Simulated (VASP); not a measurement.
# Sn (Pm-3m) in VASP: single point with PBEsol

Aim: the single point of Sn with PBEsol.

Everything below comes from runs of VASP 6.6.1. Logs are shortened: lines on timing, memory, paths and dates and some standing lists are left out, and cuts for length are marked.

## (1) The cell of the first run

It takes space group Pm-3m (No. 221, cubic). Conventional cell: a = 3.047 Å, b = 3.047 Å, c = 3.047 Å, α = 90.00°, β = 90.00°, γ = 90.00°. Within 4.0 Å of Sn (site symmetry m-3m) lie 6 Sn at 3.05 Å.

## (2) Single point, PBEsol

INCAR reads:

```
SYSTEM = Sn
ALGO = Normal
EDIFF = 1E-7
ENCUT = 520
GGA = PS
ISIF = 2
ISMEAR = -1
LASPH = .True.
LCHARG = .False.
LREAL = .False.
LWAVE = .False.
NBANDS = 13
NELM = 80
PREC = Accurate
SIGMA = 0.13605693000000002
```

KPOINTS reads:

```
k-points
0
Gamma
  11 11 11
  0 0 0
```

POSCAR reads:

```
Sn
1.0
    3.0468928314      0.0000000000      0.0000000000
    0.0000000000      3.0468928314      0.0000000000
    0.0000000000      0.0000000000      3.0468928314
Sn
1
Direct
    0.0000000000      0.0000000000      0.0000000000
```

Potentials or basis: VASP PAW PBE potentials, release 64 (Sn_d).

Run with:

```bash
cat potpaw_PBE.64/Sn_d/POTCAR > POTCAR
mpirun -np 1 vasp_std > vasp.out
```

OUTCAR:

```text
SYSTEM = Sn
   EDIFF = 1E-7
   ENCUT = 520
   GGA = PS
   ISIF = 2
   ISMEAR = -1
   LASPH = .True.
   LREAL = .False.
   NELM = 80
   PREC = Accurate

 ion  position               nearest neighbor table
   1  0.000  0.000  0.000-

  LATTYP: Found a simple cubic cell.
 ALAT       =     3.0468928314

  Lattice vectors:

 A1 = (   3.0468928314,   0.0000000000,   0.0000000000)
 A2 = (   0.0000000000,   3.0468928314,   0.0000000000)
 A3 = (   0.0000000000,   0.0000000000,   3.0468928314)

Analysis of symmetry for initial positions (statically):
=====================================================================
 Subroutine PRICEL returns:
 Original cell was already a primitive cell.

 Routine SETGRP: Setting up the symmetry group for a
 simple cubic supercell.

 Subroutine GETGRP returns: Found 48 space group operations
 (whereof 48 operations were pure point group operations)
 out of a pool of 48 trial point group operations.

The static configuration has the point symmetry O_h .

Analysis of symmetry for dynamics (positions and initial velocities):
=====================================================================
 Subroutine PRICEL returns:
 Original cell was already a primitive cell.

 Routine SETGRP: Setting up the symmetry group for a
 simple cubic supercell.

 Subroutine GETGRP returns: Found 48 space group operations
 (whereof 48 operations were pure point group operations)
 out of a pool of 48 trial point group operations.

The dynamic configuration has the point symmetry O_h .

 Subroutine INISYM returns: Found 48 space group operations
 (whereof 48 operations are pure point group operations),
 and found     1 'primitive' translations

----------------------------------------------------------------------------------------

                                     Primitive cell

  volume of cell :      28.2860

  direct lattice vectors                    reciprocal lattice vectors
     3.046892831  0.000000000  0.000000000     0.328203207  0.000000000  0.000000000
     0.000000000  3.046892831  0.000000000     0.000000000  0.328203207  0.000000000
     0.000000000  0.000000000  3.046892831     0.000000000  0.000000000  0.328203207

  length of vectors
     3.046892831  3.046892831  3.046892831     0.328203207  0.328203207  0.328203207

  position of ions in fractional coordinates (direct lattice)
     0.000000000  0.000000000  0.000000000

  ion indices of the primitive-cell ions
   primitive index   ion index
                 1           1

----------------------------------------------------------------------------------------

 KPOINTS: k-points

Automatic generation of k-mesh.
 Grid dimensions read from file:
 generate k-points for:   11   11   11

 Generating k-lattice:

  Cartesian coordinates                     Fractional coordinates (reciprocal lattice)
     0.029836655  0.000000000  0.000000000     0.090909091  0.000000000  0.000000000
     0.000000000  0.029836655  0.000000000     0.000000000  0.090909091  0.000000000
     0.000000000  0.000000000  0.029836655     0.000000000  0.000000000  0.090909091

  Length of vectors
     0.029836655  0.029836655  0.029836655

  Shift w.r.t. Gamma in fractional coordinates (k-lattice)
     0.000000000  0.000000000  0.000000000

 Subroutine IBZKPT returns following result:
 ===========================================

 Found     56 irreducible k-points:

 Following reciprocal coordinates:
            Coordinates               Weight
  0.000000  0.000000  0.000000      1.000000
  0.090909  0.000000  0.000000      6.000000
  0.181818  0.000000  0.000000      6.000000
  0.272727  0.000000  0.000000      6.000000
  0.363636  0.000000  0.000000      6.000000
  0.454545  0.000000  0.000000      6.000000
[... 16 lines left out ...]
  0.181818  0.090909  0.090909     24.000000
  0.272727  0.090909  0.090909     24.000000
 [... further k-points ...]
   k-points           NKPTS =     56   k-points in BZ     NKDIM =     56   number of bands    NBANDS=     13
   number of dos      NEDOS =    301   number of ions     NIONS =      1
   total plane-waves  NPLWV =  13824
   dimension x,y,z NGX =    24 NGY =   24 NGZ =   24
   dimension x,y,z NGXF=    48 NGYF=   48 NGZF=   48
   ions per type =               1
   NGX,Y,Z   is equivalent  to a cutoff of  13.09, 13.09, 13.09 a.u.
   NGXF,Y,Z  is equivalent  to a cutoff of  26.19, 26.19, 26.19 a.u.
 SYSTEM =  Sn
   PREC   = accura    normal or accurate (medium, high low for compatibility)
   ISTART =      0    job   : 0-new  1-cont  2-samecut
   ICHARG =      2    charge: 1-file 2-atom 10-const
   ISPIN  =      1    spin polarized calculation?
   LNONCOLLINEAR =      F non collinear calculations
   LSORBIT =      F    spin-orbit coupling
   LASPH  =      T    aspherical Exc in radial PAW
   ENCUT  =  520.0 eV  38.22 Ry    6.18 a.u.   5.67  5.67  5.67*2*pi/ulx,y,z
   NELM   =     80;   NELMIN=  2; NELMDL= -5     # of ELM steps
   EDIFF  = 0.1E-06   stopping-criterion for ELM
   LREAL  =      F    real-space projection
   EDIFFG = 0.1E-05   stopping-criterion for IOM
   NSW    =      0    number of steps for IOM
   IBRION =     -1    ionic relax: 0-MD 1-quasi-New 2-CG
   NFREE  =      0    steps in history (QN), initial steepest desc. (CG)
   ISIF   =      2    stress and relaxation
   ISYM   =      2    0-nonsym 1-usesym 2-fastsym
   POTIM  = 0.5000    time-step for ionic-motion
   TEBEG  =    0.0;   TEEND  =   0.0 temperature during run
   PSTRESS=    0.0 pullay stress
   NELECT =      14.0000    total number of electrons
   NUPDOWN=      -1.0000    fix difference up-down
   EMIN   =  10.00;   EMAX   =-10.00  energy-range for DOS
   EFERMI =   0.00;   METHOD = LEGACY
   ISMEAR =    -1;   SIGMA  =   0.14  broadening in eV -4-tet -1-fermi 0-gaus
   EFERMI_NEDOS =   21; number of points for ismear=-14 and -15
   IALGO  =     38    algorithm
   IMIX   =      4    mixing-type and parameters
     AMIX     =   0.40;   BMIX     =  1.00
     AMIX_MAG =   1.60;   BMIX_MAG =  1.00
  volume/ion in A,a.u.               =      28.29       190.88
  Fermi-wavevector in a.u.,A,eV,Ry     =   1.294972  2.447142 22.816319  1.676952
  Thomas-Fermi vector in A             =   2.426521
   LORBIT       =      0    0 simple, 1 ext, 2 COOP (PROOUT), +10 PAW based schemes
   GGA     = PS    functional components
   LHFCALC =     F    Hartree Fock is set to
   AEXX    =    0.0000 exact exchange contribution
   IVDW    =     0    specifies the selected vdW correction
   LEPSILON=     F    determine dielectric tensor
   LRPA    =     F    only Hartree local field effects (RPA)
 non-spin polarized calculation
  energy-cutoff  :      520.00
  volume of cell :       28.29
 maximum number of plane-waves:       780
 NGX is ok and might be reduce to    24
   NGX = 11   NGY = 11   NGZ = 11

 number of electron      14.0000015 magnetization

 Free energy of the ion-electron system (eV)
  ---------------------------------------------------
  ext. energy  EPLUGINS =         0.00000000
  ---------------------------------------------------
  free energy    TOTEN  =        -4.22646239 eV

  energy without entropy =       -4.18612278  energy(sigma->0) =       -4.20629258

 E-fermi :   7.1399     XC(G=0): -10.2179

 val. band max:        7.1185020523   @ k =   0.4545   0.4545   0.3636
 cond. band min:       7.1881243659   @ k =   0.2727   0.2727   0.0909
 fundamental gap:      0.0696223136
 Fermi energy:         7.1398747828

 k-point     1 :       0.0000    0.0000    0.0000
  band No.  band energies     occupation
      1     -14.2864      2.00000
      2     -14.2864      2.00000
      3     -13.8737      2.00000
      4     -13.8737      2.00000
      5     -13.8737      2.00000
      6      -3.6602      2.00000
      7      12.6320      0.00000
      8      12.6320      0.00000
      9      12.6320      0.00000
     10      15.9880      0.00000
     11      15.9880      0.00000
     12      17.2909      0.00000
     13      27.4263      0.00000

 k-point     2 :       0.0909    0.0000    0.0000
  band No.  band energies     occupation
      1     -14.2847      2.00000
      2     -14.2606      2.00000
      3     -13.8823      2.00000
      4     -13.8823      2.00000
      5     -13.8730      2.00000
      6      -3.5258      2.00000
      7      11.0352      0.00000
      8      12.7766      0.00000
      9      12.7766      0.00000
     10      16.0870      0.00000
     11      16.7516      0.00000
     12      18.4176      0.00000
     13      26.3404      0.00000

 k-point     3 :       0.1818    0.0000    0.0000
  band No.  band energies     occupation
      1     -14.2804      2.00000
      2     -14.1914      2.00000
      3     -13.9054      2.00000
      4     -13.9054      2.00000
      5     -13.8711      2.00000
      6      -3.1232      2.00000
      7       8.5879      0.00005
      8      13.1957      0.00000
      9      13.1957      0.00000
     10      16.3856      0.00000
     11      17.1570      0.00000
     12      21.3221      0.00000
     13      24.4897      0.00000

 k-point     4 :       0.2727    0.0000    0.0000
  band No.  band energies     occupation
      1     -14.2746      2.00000
      2     -14.1005      2.00000
      3     -13.9354      2.00000
      4     -13.9354      2.00000
      5     -13.8686      2.00000
      6      -2.4607      2.00000
      7       6.2563      1.99698
      8      13.8391      0.00000
      9      13.8391      0.00000
     10      16.8875      0.00000
     11      17.6224      0.00000
     12      22.6904      0.00000
     13      23.5775      0.00000

 k-point     5 :       0.3636    0.0000    0.0000
  band No.  band energies     occupation
      1     -14.2693      2.00000
      2     -14.0169      2.00000
      3     -13.9629      2.00000
      4     -13.9629      2.00000
      5     -13.8663      2.00000
      6      -1.5830      2.00000
      7       4.2259      2.00000
      8      14.5889      0.00000
      9      14.5889      0.00000
     10      17.5980      0.00000
     11      18.2155      0.00000
     12      21.0855      0.00000
     13      21.9717      0.00000

 k-point     6 :       0.4545    0.0000    0.0000
  band No.  band energies     occupation
      1     -14.2662      2.00000
      2     -13.9791      2.00000
      3     -13.9791      2.00000
      4     -13.9672      2.00000
      5     -13.8650      2.00000
      6      -0.7212      2.00000
      7       2.7772      2.00000
      8      15.1725      0.00000
      9      15.1725      0.00000
     10      18.5142      0.00000
     11      18.7847      0.00000
     12      19.7164      0.00000
     13      20.9506      0.00000

 k-point     7 :       0.0909    0.0909    0.0000
  band No.  band energies     occupation
      1     -14.2712      2.00000
      2     -14.2466      2.00000
      3     -13.8912      2.00000
      4     -13.8819      2.00000
      5     -13.8812      2.00000
      6      -3.3914      2.00000
      7      11.0507      0.00000
      8      11.3006      0.00000
      9      12.9215      0.00000
     10      16.4870      0.00000
     11      17.9591      0.00000
     12      18.7862      0.00000
     13      24.9252      0.00000
[... 193 lines left out ...]
 k-point    20 :       0.4545    0.3636    0.0000
  band No.  band energies     occupation
      1     -14.1269      2.00000
      2     -14.1020      2.00000
      3     -13.9687      2.00000
      4     -13.9511      2.00000
      5     -13.7982      2.00000
      6       1.3675      2.00000
      7       4.6108      2.00000
      8       6.8246      1.82064
      9      11.3848      0.00000
     10      17.2953      0.00000
     11      20.4704      0.00000
     12      21.4274      0.00000
     13      22.6001      0.00000

 k-point    21 :       0.4545    0.4545    0.0000
  band No.  band energies     occupation
      1     -14.1242      2.00000
      2     -14.1134      2.00000
      3     -13.9669      2.00000
      4     -13.9667      2.00000
      5     -13.7543      2.00000
      6       2.3230      2.00000
      7       5.1028      2.00000
      8       5.3404      2.00000
      9      10.3291      0.00000
     10      17.9330      0.00000
     11      21.1460      0.00000
     12      21.5610      0.00000
     13      23.3536      0.00000

 k-point    22 :       0.0909    0.0909    0.0909
  band No.  band energies     occupation
      1     -14.2451      2.00000
      2     -14.2451      2.00000
      3     -13.8913      2.00000
      4     -13.8900      2.00000
      5     -13.8900      2.00000
      6      -3.2571      2.00000
      7      11.1871      0.00000
      8      11.1871      0.00000
      9      11.5759      0.00000
     10      18.0632      0.00000
     11      18.0632      0.00000
     12      19.0711      0.00000
     13      24.7452      0.00000

 k-point    23 :       0.1818    0.0909    0.0909
  band No.  band energies     occupation
      1     -14.2409      2.00000
      2     -14.1750      2.00000
      3     -13.9148      2.00000
      4     -13.9136      2.00000
      5     -13.8884      2.00000
      6      -2.8550      2.00000
      7       8.8437      0.00001
      8      11.5854      0.00000
      9      11.8797      0.00000
     10      18.3641      0.00000
     11      18.8688      0.00000
     12      21.3038      0.00000
     13      22.6683      0.00000

 k-point    24 :       0.2727    0.0909    0.0909
  band No.  band energies     occupation
      1     -14.2353      2.00000
      2     -14.0829      2.00000
      3     -13.9458      2.00000
      4     -13.9444      2.00000
      5     -13.8857      2.00000
      6      -2.1935      2.00000
      7       6.5174      1.97959
      8      12.2069      0.00000
      9      12.5242      0.00000
     10      18.7760      0.00000
     11      18.9540      0.00000
     12      20.8742      0.00000
     13      21.7107      0.00000

 [... further k-points ...]
[... 5 lines left out ...]
  --------------------------------------------------------------------------------------
  -------------------------------------------------------------------------------------
  Total       -0.1056033     -0.1056033     -0.1056033      0.0000000      0.0000000      0.0000000
  in kB       -5.9815893     -5.9815893     -5.9815893      0.0000000      0.0000000      0.0000000
  external PRESSURE =      -5.9815893 kB  Pullay stress =       0.0000000 kB

 VOLUME and BASIS-vectors are now :
 -----------------------------------------------------------------------------
  energy-cutoff  :      520.00
  volume of cell :       28.29
      direct lattice vectors                 reciprocal lattice vectors
     3.046892831  0.000000000  0.000000000     0.328203207  0.000000000  0.000000000
     0.000000000  3.046892831  0.000000000     0.000000000  0.328203207  0.000000000
     0.000000000  0.000000000  3.046892831     0.000000000  0.000000000  0.328203207

 POSITION                                       TOTAL-FORCE (eV/Angst)
 -----------------------------------------------------------------------------------
      0.00000      0.00000      0.00000         0.000000      0.000000      0.000000
 -----------------------------------------------------------------------------------
    total drift:                                0.000000     -0.000000      0.000000

  FREE ENERGIE OF THE ION-ELECTRON SYSTEM (eV)
  ---------------------------------------------------
  free  energy   TOTEN  =        -4.2264623879 eV

  energy  without entropy=       -4.1861227762  energy(sigma->0) =       -4.20629258
```

Run time: 4.8 s. Hardware: 1 thread of Intel Xeon 6975P-C (Granite Rapids), shared host; peak memory 0.14 GiB.

What came out:

```yaml
Free_energy: -4.2265 eV
Pressure: -0.6 GPa
Band_gap_on_the_k_mesh: zero (band 7 reaches 12.63 eV, above the bottom of band 8 at 5.34 eV)
```

Caveat: the PAW data sets were made with another functional, which shifts forces and pressure a little; spin-orbit coupling is left out, which moves the levels of the heavy elements.
